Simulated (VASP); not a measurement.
A run of VASP 6.6.1:

File INCAR:

```
SYSTEM = AlNi
PREC     = Accurate       ! precision mode
ENCUT    = 520            ! plane-wave cutoff, eV
EDIFF    = 1E-7           ! SCF threshold, eV
ISMEAR   = -1             ! smearing method
SIGMA    = 0.08           ! smearing width, eV
LREAL    = .FALSE.        ! projectors in reciprocal space
LASPH    = .TRUE.         ! aspherical terms in the spheres
NELM     = 60             ! most SCF steps
ALGO     = Normal         ! electronic algorithm
ISIF     = 2              ! what is computed and relaxed
LWAVE    = .FALSE.        ! write WAVECAR
LCHARG   = .FALSE.        ! write CHGCAR
GGA      = PE             ! functional
NBANDS   = 14             ! bands
```

The input KPOINTS:

```
regular mesh
0
G
  15 15 15
  0 0 0
```

POSCAR

```
AlNi
1.0
    0.0000000000      2.2368645872      2.2368645872
    2.2368645872      0.0000000000      2.2368645872
    2.2368645872      2.2368645872      0.0000000000
Ni Al
1 1
Direct
    0.0000000000      0.0000000000      0.0000000000
    0.5000000000      0.5000000000      0.5000000000
```

Potentials or basis: VASP PAW PBE potentials, release 64 (Ni, Al).

Launch:

```sh
$ cat potpaw_PBE.64/Ni/POTCAR potpaw_PBE.64/Al/POTCAR > POTCAR
$ mpirun -np 1 vasp_std > vasp.out
```

Hardware: 1 thread of Intel Xeon 6975P-C, on a shared host.

**Question.** Estimate the wall time of this run.

**Answer.** It took 22 s on 1 thread of Intel Xeon 6975P-C (shared host), peak memory 0.16 GiB. Counts: scf iterations 14, k points 120.
